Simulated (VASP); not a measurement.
# Sc2Al (Fd-3m) in VASP: single point with r2SCAN

Aim: the single point of Sc2Al with r2SCAN.

Program: VASP 6.6.1. These are calculated values, not measurements. Logs are shortened: lines on timing, memory, paths and dates and some standing lists are left out, and cuts for length are marked.

## 1. The cell of the first run

The structure is cubic, space group Fd-3m (No. 227). Conventional cell: a = 8.009 Å, b = 8.009 Å, c = 8.009 Å, α = 90.00°, β = 90.00°, γ = 90.00°. Within 3.7 Å of Sc (site symmetry -3m) lie 6 Sc at 2.83 Å and 6 Al at 3.32 Å. Al (site symmetry -43m) has 12 Sc at 3.32 Å and 4 Al at 3.47 Å within 4.4 Å.

## 2. Single point, r2SCAN

POSCAR

```
Sc2Al
1.0
    0.0000000000      4.0043242156      4.0043242156
    4.0043242156      0.0000000000      4.0043242156
    4.0043242156      4.0043242156      0.0000000000
Sc Al
4 2
Direct
    0.6250000000      0.6250000000      0.6250000000
    0.1250000000      0.6250000000      0.6250000000
    0.6250000000      0.6250000000      0.1250000000
    0.6250000000      0.1250000000      0.6250000000
    0.0000000000      0.0000000000      0.0000000000
    0.2500000000      0.2500000000      0.2500000000
```

INCAR.step1

```
SYSTEM = Sc2Al
PREC = Accurate
ENCUT = 520
ISMEAR = 0
SIGMA = 0.1
LREAL = .FALSE.
LASPH = .TRUE.
NELM = 80
NBANDS = 34
GGA = PE
ALGO = Normal
EDIFF = 1E-4
LWAVE = .TRUE.
LCHARG = .FALSE.
```

INCAR.step2

```
SYSTEM = Sc2Al
PREC = Accurate
ENCUT = 520
EDIFF = 1E-7
ISMEAR = 0
SIGMA = 0.1
LREAL = .FALSE.
LASPH = .TRUE.
NELM = 80
ALGO = Normal
ISIF = 2
LWAVE = .FALSE.
LCHARG = .FALSE.
METAGGA = R2SCAN
LMIXTAU = .TRUE.
NBANDS = 34
ISTART = 1
```

KPOINTS

```
Automatic mesh
0
G
  4 4 4
  0 0 0
```

Potentials or basis: VASP PAW PBE potentials, release 64 (Sc_sv, Al).

Launch:

```sh
$ cat potpaw_PBE.64/Sc_sv/POTCAR potpaw_PBE.64/Al/POTCAR > POTCAR
$ cp INCAR.step1 INCAR
$ mpirun -np 1 vasp_std > vasp.out
$ cp INCAR.step2 INCAR
$ mpirun -np 1 vasp_std > vasp.out
```

OUTCAR:

```text
SYSTEM = Sc2Al
   PREC = Accurate
   ENCUT = 520
   EDIFF = 1E-7
   ISMEAR = 0
   LREAL = .FALSE.
   LASPH = .TRUE.
   NELM = 80
   ISIF = 2
   METAGGA = R2SCAN
   ISTART = 1

 ion  position               nearest neighbor table
   1  0.625  0.625  0.625-   2 2.83   3 2.83   4 2.83   3 2.83   4 2.83   2 2.83   6 3.32   5 3.32
                             6 3.32   5 3.32   6 3.32   5 3.32
   2  0.125  0.625  0.625-   1 2.83   3 2.83   4 2.83   1 2.83   3 2.83   4 2.83   6 3.32   5 3.32
                             5 3.32   6 3.32   5 3.32   6 3.32
   3  0.625  0.625  0.125-   1 2.83   1 2.83   2 2.83   4 2.83   4 2.83   2 2.83   6 3.32   5 3.32
                             6 3.32   5 3.32   6 3.32   5 3.32
   4  0.625  0.125  0.625-   1 2.83   3 2.83   1 2.83   2 2.83   3 2.83   2 2.83   6 3.32   5 3.32
                             6 3.32   5 3.32   6 3.32   5 3.32
   5  0.000  0.000  0.000-   1 3.32   2 3.32   3 3.32   4 3.32   2 3.32   3 3.32   1 3.32   2 3.32
                             4 3.32   3 3.32   4 3.32   1 3.32
   6  0.250  0.250  0.250-   2 3.32   3 3.32   4 3.32   1 3.32   2 3.32   4 3.32   1 3.32   2 3.32
                             3 3.32   1 3.32   3 3.32   4 3.32

  LATTYP: Found a face centered cubic cell.
 ALAT       =     8.0086484312

  Lattice vectors:

 A1 = (   0.0000000000,   4.0043242156,   4.0043242156)
 A2 = (   4.0043242156,   0.0000000000,   4.0043242156)
 A3 = (   4.0043242156,   4.0043242156,   0.0000000000)

Analysis of symmetry for initial positions (statically):
=====================================================================
 Subroutine PRICEL returns:
 Original cell was already a primitive cell.

 Routine SETGRP: Setting up the symmetry group for a
 face centered cubic supercell.

 Subroutine GETGRP returns: Found 48 space group operations
 (whereof 24 operations were pure point group operations)
 out of a pool of 48 trial point group operations.

The static configuration has the point symmetry T_d .
 The point group associated with its full space group is O_h .

Analysis of symmetry for dynamics (positions and initial velocities):
=====================================================================
 Subroutine PRICEL returns:
 Original cell was already a primitive cell.

 Routine SETGRP: Setting up the symmetry group for a
 face centered cubic supercell.

 Subroutine GETGRP returns: Found 48 space group operations
 (whereof 24 operations were pure point group operations)
 out of a pool of 48 trial point group operations.

The dynamic configuration has the point symmetry T_d .
 The point group associated with its full space group is O_h .

 Subroutine INISYM returns: Found 48 space group operations
 (whereof 24 operations are pure point group operations),
 and found     1 'primitive' translations

----------------------------------------------------------------------------------------

                                     Primitive cell

  volume of cell :     128.4156

  direct lattice vectors                    reciprocal lattice vectors
     0.000000000  4.004324216  4.004324216    -0.124865014  0.124865014  0.124865014
     4.004324216  0.000000000  4.004324216     0.124865014 -0.124865014  0.124865014
     4.004324216  4.004324216  0.000000000     0.124865014  0.124865014 -0.124865014

  length of vectors
     5.662969614  5.662969614  5.662969614     0.216272549  0.216272549  0.216272549

  position of ions in fractional coordinates (direct lattice)
     0.625000000  0.625000000  0.625000000
     0.125000000  0.625000000  0.625000000
     0.625000000  0.625000000  0.125000000
     0.625000000  0.125000000  0.625000000
     0.000000000  0.000000000  0.000000000
     0.250000000  0.250000000  0.250000000

  ion indices of the primitive-cell ions
   primitive index   ion index
                 1           1
                 2           2
                 3           3
                 4           4
                 5           5
                 6           6

----------------------------------------------------------------------------------------

 KPOINTS: Automatic mesh

Automatic generation of k-mesh.
 Grid dimensions read from file:
 generate k-points for:    4    4    4

 Generating k-lattice:

  Cartesian coordinates                     Fractional coordinates (reciprocal lattice)
    -0.031216254  0.031216254  0.031216254     0.250000000  0.000000000  0.000000000
     0.031216254 -0.031216254  0.031216254     0.000000000  0.250000000  0.000000000
     0.031216254  0.031216254 -0.031216254     0.000000000  0.000000000  0.250000000

  Length of vectors
     0.054068137  0.054068137  0.054068137

  Shift w.r.t. Gamma in fractional coordinates (k-lattice)
     0.000000000  0.000000000  0.000000000

 Subroutine IBZKPT returns following result:
 ===========================================

 Found      8 irreducible k-points:

 Following reciprocal coordinates:
            Coordinates               Weight
  0.000000  0.000000  0.000000      1.000000
  0.250000  0.000000  0.000000      8.000000
  0.500000  0.000000  0.000000      4.000000
  0.250000  0.250000  0.000000      6.000000
  0.500000  0.250000  0.000000     24.000000
 -0.250000  0.250000  0.000000     12.000000
  0.500000  0.500000  0.000000      3.000000
 -0.250000  0.500000  0.250000      6.000000
   k-points           NKPTS =      8   k-points in BZ     NKDIM =      8   number of bands    NBANDS=     34
   number of dos      NEDOS =    301   number of ions     NIONS =      6
   total plane-waves  NPLWV =  74088
   dimension x,y,z NGX =    42 NGY =   42 NGZ =   42
   dimension x,y,z NGXF=    84 NGYF=   84 NGZF=   84
   ions per type =               4   2
   NGX,Y,Z   is equivalent  to a cutoff of  12.33, 12.33, 12.33 a.u.
   NGXF,Y,Z  is equivalent  to a cutoff of  24.66, 24.66, 24.66 a.u.
 SYSTEM =  Sc2Al
   PREC   = accura    normal or accurate (medium, high low for compatibility)
   ISTART =      1    job   : 0-new  1-cont  2-samecut
   ICHARG =      0    charge: 1-file 2-atom 10-const
   ISPIN  =      1    spin polarized calculation?
   LNONCOLLINEAR =      F non collinear calculations
   LSORBIT =      F    spin-orbit coupling
   LASPH  =      T    aspherical Exc in radial PAW
   ENCUT  =  520.0 eV  38.22 Ry    6.18 a.u.  10.53 10.53 10.53*2*pi/ulx,y,z
   NELM   =     80;   NELMIN=  2; NELMDL=  0     # of ELM steps
   EDIFF  = 0.1E-06   stopping-criterion for ELM
   LREAL  =      F    real-space projection
   EDIFFG = 0.1E-05   stopping-criterion for IOM
   NSW    =      0    number of steps for IOM
   IBRION =     -1    ionic relax: 0-MD 1-quasi-New 2-CG
   NFREE  =      0    steps in history (QN), initial steepest desc. (CG)
   ISIF   =      2    stress and relaxation
   ISYM   =      2    0-nonsym 1-usesym 2-fastsym
   POTIM  = 0.5000    time-step for ionic-motion
   TEBEG  =    0.0;   TEEND  =   0.0 temperature during run
   PSTRESS=    0.0 pullay stress
   NELECT =      50.0000    total number of electrons
   NUPDOWN=      -1.0000    fix difference up-down
   EMIN   =  10.00;   EMAX   =-10.00  energy-range for DOS
   EFERMI =   0.00;   METHOD = LEGACY
   ISMEAR =     0;   SIGMA  =   0.10  broadening in eV -4-tet -1-fermi 0-gaus
   EFERMI_NEDOS =   21; number of points for ismear=-14 and -15
   IALGO  =     38    algorithm
   IMIX   =      4    mixing-type and parameters
     AMIX     =   0.40;   BMIX     =  1.00
     AMIX_MAG =   1.60;   BMIX_MAG =  1.00
  volume/ion in A,a.u.               =      21.40       144.43
  Fermi-wavevector in a.u.,A,eV,Ry     =   1.195434  2.259043 19.443575  1.429062
  Thomas-Fermi vector in A             =   2.331399
   LORBIT       =      0    0 simple, 1 ext, 2 COOP (PROOUT), +10 PAW based schemes
   METAGGA = R2SCAN    functional components
   LHFCALC =     F    Hartree Fock is set to
   AEXX    =    0.0000 exact exchange contribution
   IVDW    =     0    specifies the selected vdW correction
   LEPSILON=     F    determine dielectric tensor
   LRPA    =     F    only Hartree local field effects (RPA)
 non-spin polarized calculation
 Gauss-broadening in eV      SIGMA  =   0.10
  energy-cutoff  :      520.00
  volume of cell :      128.42
 maximum number of plane-waves:      3479
   NGX = 21   NGY = 21   NGZ = 21

 number of electron      50.0000011 magnetization

 Free energy of the ion-electron system (eV)
  ---------------------------------------------------
  ext. energy  EPLUGINS =         0.00000000
  ---------------------------------------------------
  free energy    TOTEN  =       -57.53940045 eV

  energy without entropy =      -57.51736418  energy(sigma->0) =      -57.52838232

 E-fermi :   5.0299     XC(G=0): -10.7346

 val. band max:        4.8620892652   @ k =   0.2500   0.0000   0.0000
 cond. band min:       5.0373845099   @ k =   0.0000   0.0000   0.0000
 fundamental gap:      0.1752952447
 Fermi energy:         5.0298966969

 k-point     1 :       0.0000    0.0000    0.0000
  band No.  band energies     occupation
      1     -46.5585      2.00000
      2     -46.3429      2.00000
      3     -46.3429      2.00000
      4     -46.3429      2.00000
      5     -25.0027      2.00000
      6     -24.4503      2.00000
[... 26 lines left out ...]
     33       8.3980      0.00000
     34       8.4216      0.00000

 k-point     2 :       0.2500    0.0000    0.0000
  band No.  band energies     occupation
      1     -46.5363      2.00000
      2     -46.3660      2.00000
      3     -46.3430      2.00000
      4     -46.3430      2.00000
      5     -24.8969      2.00000
      6     -24.4142      2.00000
[... 26 lines left out ...]
     33       7.1554      0.00000
     34       8.3933      0.00000

 k-point     3 :       0.5000    0.0000    0.0000
  band No.  band energies     occupation
      1     -46.5054      2.00000
      2     -46.3978      2.00000
      3     -46.3430      2.00000
      4     -46.3430      2.00000
      5     -24.7793      2.00000
      6     -24.3735      2.00000
[... 26 lines left out ...]
     33       7.7729      0.00000
     34       8.2609      0.00000

 k-point     4 :       0.2500    0.2500    0.0000
  band No.  band energies     occupation
      1     -46.5275      2.00000
      2     -46.3750      2.00000
      3     -46.3430      2.00000
      4     -46.3430      2.00000
      5     -24.8500      2.00000
      6     -24.4559      2.00000
[... 26 lines left out ...]
     33       7.3447      0.00000
     34       7.7493      0.00000

 k-point     5 :       0.5000    0.2500    0.0000
  band No.  band energies     occupation
      1     -46.4897      2.00000
      2     -46.4136      2.00000
      3     -46.3431      2.00000
      4     -46.3431      2.00000
      5     -24.6896      2.00000
      6     -24.4233      2.00000
[... 26 lines left out ...]
     33       7.3662      0.00000
     34       7.4172      0.00000

 k-point     6 :      -0.2500    0.2500    0.0000
  band No.  band energies     occupation
      1     -46.5054      2.00000
      2     -46.3977      2.00000
      3     -46.3431      2.00000
      4     -46.3430      2.00000
      5     -24.7557      2.00000
      6     -24.3995      2.00000
[... 26 lines left out ...]
     33       7.3880      0.00000
     34       7.8256      0.00000

 k-point     7 :       0.5000    0.5000    0.0000
  band No.  band energies     occupation
      1     -46.4518      2.00000
      2     -46.4518      2.00000
      3     -46.3432      2.00000
      4     -46.3432      2.00000
      5     -24.5472      2.00000
      6     -24.5472      2.00000
[... 26 lines left out ...]
     33       6.5851      0.00000
     34       6.5852      0.00000

 k-point     8 :      -0.2500    0.5000    0.2500
  band No.  band energies     occupation
      1     -46.4518      2.00000
      2     -46.4518      2.00000
      3     -46.3432      2.00000
      4     -46.3432      2.00000
      5     -24.5215      2.00000
      6     -24.5215      2.00000
[... 26 lines left out ...]
     33       7.3300      0.00000
     34       7.3647      0.00000

------------------------ aborting loop because EDIFF is reached ----------------------------------------

  FORCE on cell =-STRESS in cart. coord.  units (eV):
  Direction    XX          YY          ZZ          XY          YZ          ZX
  --------------------------------------------------------------------------------------
  -------------------------------------------------------------------------------------
  Total        1.2898488      1.2898488      1.2898488      0.0000000      0.0000000      0.0000000
  in kB       16.0928032     16.0928032     16.0928032      0.0000000      0.0000000      0.0000000
  external PRESSURE =      16.0928032 kB  Pullay stress =       0.0000000 kB

 VOLUME and BASIS-vectors are now :
 -----------------------------------------------------------------------------
  energy-cutoff  :      520.00
  volume of cell :      128.42
      direct lattice vectors                 reciprocal lattice vectors
     0.000000000  4.004324216  4.004324216    -0.124865014  0.124865014  0.124865014
     4.004324216  0.000000000  4.004324216     0.124865014 -0.124865014  0.124865014
     4.004324216  4.004324216  0.000000000     0.124865014  0.124865014 -0.124865014

 POSITION                                       TOTAL-FORCE (eV/Angst)
 -----------------------------------------------------------------------------------
      5.00541      5.00541      5.00541        -0.000000     -0.000000     -0.000000
      5.00541      3.00324      3.00324        -0.000000     -0.000000     -0.000000
      3.00324      3.00324      5.00541        -0.000000     -0.000000     -0.000000
      3.00324      5.00541      3.00324        -0.000000     -0.000000     -0.000000
      0.00000      0.00000      0.00000         0.000000      0.000000      0.000000
      2.00216      2.00216      2.00216        -0.000000     -0.000000     -0.000000
 -----------------------------------------------------------------------------------
    total drift:                                0.000000      0.000000      0.000000

  FREE ENERGIE OF THE ION-ELECTRON SYSTEM (eV)
  ---------------------------------------------------
  free  energy   TOTEN  =       -57.5394004528 eV

  energy  without entropy=      -57.5173641850  energy(sigma->0) =      -57.52838232
```

Wall time 82 s (1 thread of Intel Xeon 6975P-C (Granite Rapids), shared host); peak memory 0.29 GiB.

What came out:

```yaml
Free_energy: -57.5394 eV
Pressure: 1.6 GPa
Band_gap_on_the_k_mesh: zero (band 25 reaches 5.14 eV, above the bottom of band 26 at 4.65 eV)
```

Caveat: the PAW data sets were made with another functional, which shifts forces and pressure a little.
